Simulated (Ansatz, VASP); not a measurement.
# SbC2: VASP beside Ansatz

```
Sb C
1.0
     4.37332    0.00000    0.00000
     0.00000    4.37332    0.00000
     0.00000    0.00000    3.88965
Sb C
2 4
Direct
  0.00000 0.00000 0.00000
  0.50000 0.50000 0.50000
  0.00000 0.50000 0.25003
  0.00000 0.50000 0.75003
  0.50000 0.00000 0.24997
  0.50000 0.00000 0.74997
```

Alike in both runs: functional PBE; k mesh 4 × 4 × 4; occupations gaussian, width 0.1 eV; no spin polarisation.

Ansatz relaxed the structure, and its values are those at the end. VASP's run is a single point on that final structure, the one shown.

|  | VASP | Ansatz |
| --- | --- | --- |
| version | VASP 6.6.1 | Ansatz 0.2.0 |
| potentials or method | VASP PAW PBE potentials, release 64 (Sb, C), cutoff 520 eV | scalar-relativistic, plane waves, PAW |
| valence electrons in the cell | 26 | 46 |

```tsv
	VASP	Ansatz	Ansatz less VASP
gap on the k mesh at the Fermi level (eV)	none	none	-
pressure (GPa)	-0.2	0.0	+0.20
```

A gap of «none» marks a metal or a gap that the smearing closes. VASP's potentials hold 26 valence electrons a cell and Ansatz's 46, so a difference there can come from the potentials and not from the codes.

The k mesh is coarse, so the values compare programs but aren't converged. Spin-orbit coupling is off throughout.
